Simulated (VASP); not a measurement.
Wanted: the native input for a VASP 6.6.1 run.

* Task: single point
* Functional: PBEsol
* Potentials or basis: VASP PAW PBE potentials, release 64 (Li_sv, Pb_d)
* Cutoff: 520 eV
* k mesh: 7 × 7 × 7
* Occupations: fermi-dirac, width 0.1 eV
* Spin: no spin polarisation
* Dipole correction: no
* Further INCAR settings: ALGO = Normal; EDIFF = 1e-06; NBANDS = 16

The structure of LiPb lies in POSCAR:

```
LiPb
1.0
    2.5582950138      1.4770324214      2.1162665736
   -2.5582950138      1.4770324214      2.1162665736
    0.0000000000     -2.9540648427      2.1162665736
Li Pb
1 1
Direct
    0.5000000000      0.5000000000      0.5000000000
    0.0000000000      0.0000000000      0.0000000000
```

One way to write it, as run:

INCAR

```
PREC = Accurate ; ENCUT = 520
EDIFF = 1E-6 ; ISMEAR = -1
SIGMA = 0.1 ; LREAL = F
LASPH = T ; NELM = 60
ALGO = Normal ; ISIF = 2
LWAVE = F ; LCHARG = F
GGA = PS ; NBANDS = 16
```

KPOINTS

```
regular mesh
0
Gamma
  7 7 7
```

Potentials or basis: VASP PAW PBE potentials, release 64 (Li_sv, Pb_d).

The run is started by

```console
$ cat potpaw_PBE.64/Li_sv/POTCAR potpaw_PBE.64/Pb_d/POTCAR > POTCAR
$ mpirun -np 1 vasp_std > vasp.out
```

Run time: 20 s on 1 thread of Intel(R) Xeon(R) Platinum 8259CL CPU @ 2.50GHz (Skylake/Cascade Lake), on a shared host, peak memory 0.17 GiB.
